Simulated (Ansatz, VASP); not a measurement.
## Two plane-wave programs on CdHg

The input INCAR:

```
PREC = Accurate
ENCUT = 520
EDIFF = 1E-8
ISMEAR = -1
SIGMA = 0.15
LREAL = F
LASPH = T
NELM = 100
ALGO = Fast
ISIF = 2
LWAVE = F
LCHARG = F
GGA = CA
LEFG = T
NBANDS = 32
```

Contents of KPOINTS:

```
Automatic mesh
0
Gamma
  18 18 4
```

The input POSCAR:

```
CdHg
1.0
    2.9930874737      0.0000000000      0.0000000000
   -1.4965437368      2.5920897880      0.0000000000
    0.0000000000      0.0000000000     10.7632750605
Cd Hg
2 2
Direct
    0.0000000000      0.0000000000      0.0000000000
    0.0000000000      0.0000000000      0.5000000000
    0.3333333333      0.6666666667      0.2500000000
    0.6666666667      0.3333333333      0.7500000000
```

Input for Ansatz:

```yaml
crystal:
  lattice:
    - [2.9930874737, 0.0, 0.0]
    - [-1.4965437368, 2.592089788, 0.0]
    - [0.0, 0.0, 10.7632750605]
  atoms:
    - { symbol: Cd, position: [0.0, 0.0, 0.0] }
    - { symbol: Cd, position: [0.0, 0.0, 0.5] }
    - { symbol: Hg, position: [0.3333333333, 0.6666666667, 0.25] }
    - { symbol: Hg, position: [0.6666666667, 0.3333333333, 0.75] }
basis:
  ecutwfc: 420
kpoints:
  mp_grid: { grid: [18, 18, 4] }
hamiltonian:
  xc: lda
scf:
  occupations: { method: fermi_dirac, width: 0.15 }
output:
  forces: true
  stress: true
  eigenvalues: true
  efg: {}
checkpoint:
  read: start.run
  write: ck
  compress: false
  write_wavefunctions: false
  write_every: 100000
```

Alike in both runs: task electric field gradients; functional LDA; k mesh 18 × 18 × 4; occupations fermi-dirac, width 0.15 eV; no spin polarisation.

```csv
,VASP,Ansatz
version,VASP 6.6.1,Ansatz 0.2.0
potentials or method,"VASP PAW LDA potentials, release 64 (Cd, Hg), cutoff 520 eV","scalar-relativistic, plane waves, PAW"
valence electrons in the cell,48,80
```

Ansatz gave:

```
gap on the k mesh at the Fermi level (eV)                     : none
pressure (GPa)                                                : 0.0
traceless stress, the component that is largest in VASP (GPa) : 0.00
size of Vzz on the site where it differs most (V/Å²)          : 73.8
```

Task: Estimate VASP's values.

Result: gap on the k mesh at the Fermi level (eV): none; pressure (GPa): 0.7; traceless stress, the component that is largest in VASP (GPa): -0.19; size of Vzz on the site where it differs most (V/Å²): 89.9.

LDA's correlation is that of Perdew and Zunger in VASP and of Perdew and Wang (1992) in Ansatz. A gap of «none» marks a metal or a gap that the smearing closes. VASP's potentials hold 48 valence electrons a cell and Ansatz's 80, so a difference there can come from the potentials and not from the codes.

Spin-orbit coupling is off throughout.
